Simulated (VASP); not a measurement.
Write the native input for VASP 6.6.1 that does the following.

- Task: single point
- Functional: LDA
- Potentials or basis: VASP PAW LDA potentials, release 64 (Ti_sv, Zn)
- Cutoff: 520 eV
- k mesh: 9 × 9 × 9
- Occupations: fermi-dirac, width 0.05 eV
- Spin: no spin polarisation
- Dipole correction: no
- Further INCAR settings: ALGO = Normal; EDIFF = 1e-07; NBANDS = 32

The structure of TiZn3 lies in POSCAR:

```
TiZn3
1.0
    4.0093215403      0.0000000000      0.0000000000
    0.0000000000      4.0093215403      0.0000000000
    0.0000000000      0.0000000000      4.0093215403
Ti Zn
1 3
Direct
    0.0000000000      0.0000000000      0.0000000000
    0.0000000000      0.5000000000      0.5000000000
    0.5000000000      0.0000000000      0.5000000000
    0.5000000000      0.5000000000      0.0000000000
```

The input as run:

INCAR

```
ALGO = Normal ; EDIFF = 1E-7
ENCUT = 520 ; GGA = CA
ISIF = 2 ; ISMEAR = -1
LASPH = T ; LCHARG = F
LREAL = F ; LWAVE = F
NBANDS = 32 ; NELM = 80
PREC = Accurate ; SIGMA = 0.05
```

KPOINTS

```
k-points
0
Gamma
  9 9 9
```

Potentials or basis: VASP PAW LDA potentials, release 64 (Ti_sv, Zn).

Run with:

```sh
$ cat potpaw_LDA.64/Ti_sv/POTCAR potpaw_LDA.64/Zn/POTCAR > POTCAR
$ mpirun -np 1 vasp_std > vasp.out
```

Results of the run:

- Pressure: -13.4 GPa
- Band gap on the k mesh: zero (bands 24 and 25 overlap by 1.77 eV)

Caveat: the cell stands under tension.

It took 26 s on 1 thread of Intel(R) Xeon(R) 6975P-C (Granite Rapids), on a shared host, peak memory 0.18 GiB.
